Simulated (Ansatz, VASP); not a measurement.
Pt: VASP beside Ansatz

INCAR

```
SYSTEM = Pt
  PREC = Accurate
  ENCUT = 500
  EDIFF = 1E-6
  ISMEAR = 1
  SIGMA = 0.21
  LREAL = .FALSE.
  LASPH = .TRUE.
  NELM = 200
  ALGO = Normal
  ISIF = 2
  LWAVE = .FALSE.
  LCHARG = .FALSE.
  MAGMOM = 0 0 0
  LORBIT = 11
  LSORBIT = .TRUE.
  GGA_COMPAT = .FALSE.
  LORBMOM = .TRUE.
  LMAXMIX = 4
  GGA = PE
  NBANDS = 21
```

Contents of KPOINTS:

```
Automatic mesh
0
G
  8 8 8
  0 0 0
```

The input POSCAR:

```
Pt
1.0
    0.0000000000      1.9785200000      1.9785200000
    1.9785200000      0.0000000000      1.9785200000
    1.9785200000      1.9785200000      0.0000000000
Pt
1
Direct
    0.0000000000      0.0000000000      0.0000000000
```

Input for Ansatz:

```yaml
crystal:
  lattice:
    - [0.0, 1.97852, 1.97852]
    - [1.97852, 0.0, 1.97852]
    - [1.97852, 1.97852, 0.0]
  atoms:
    - { symbol: Pt, position: [0.0, 0.0, 0.0] }
  symmetry: { tolerance: 0.0003 }
kpoints:
  mp_grid: { grid: [8, 8, 8], shift: [0, 0, 0] }
magnetization:
  noncollinear: true
  spin_orbit: true
scf:
  occupations: { method: cold, width: 0.21 }
hamiltonian:
  pseudopotentials: { kind: paw_fr }
  xc: pbe
basis:
  ecutwfc: 420
  ecutrho_ratio: 12
output:
  forces: true
  stress: true
  eigenvalues: true
```

Alike in both runs: task single point; functional PBE; k mesh 8 × 8 × 8; non-collinear spin, spin-orbit coupling.

|  | VASP | Ansatz |
| --- | --- | --- |
| version | VASP 6.6.1 | Ansatz 0.2.0 |
| potentials or method | VASP PAW PBE potentials, release 64 (Pt), cutoff 500 eV | PAW plane waves |
| occupations | methfessel-paxton of order 1, width 0.21 eV | cold, width 0.21 eV |
| valence electrons in the cell | 10 | 18 |

Ansatz gave:

```
pressure (GPa)           : 3.1
net moment per atom (μB) : 0.00
```

Question: Which values does VASP return?

Answer: Pressure (GPa): 3.0; net moment per atom (μB): 0.00.

VASP's potentials hold 10 valence electrons a cell and Ansatz's 18, so a difference there can come from the potentials and not from the codes.
